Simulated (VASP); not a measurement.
The system is NaCl.

```
Na Cl
1.0
    -0.13430    2.78051    2.78051
     2.78051   -0.13430    2.78051
     2.78051    2.78051   -0.13430
Na Cl
1 1
Direct
  0.00000 0.00000 0.00000
  0.50000 0.50000 0.50000
```

This cell differs from its parent crystal: epitaxial 111 strain +4.0%.

Base run:

```yaml
Program: VASP 6.6.1
Functional: r2SCAN
Potentials_or_basis: VASP PAW PBE potentials, release 64 (Na_pv, Cl)
Cutoff: 520 eV
k_mesh: 8 × 8 × 8
Occupations: gaussian, width 0.01 eV
Spin: no spin polarisation
```

Its results: band gap on the k mesh 5.62 eV, direct; pressure -1.3 GPa.

Problem. The run is repeated on the same cell with these changes: functional from r2SCAN to PBE; occupations from gaussian, width 0.01 eV to fermi-dirac, width 0.02 eV. What comes out?

Solution. Band gap on the k mesh 4.82 eV, direct; pressure 0.0 GPa.

Caveats: the PAW data sets were made with another functional, which shifts forces and pressure a little (some runs).

A k mesh can miss the band edges.
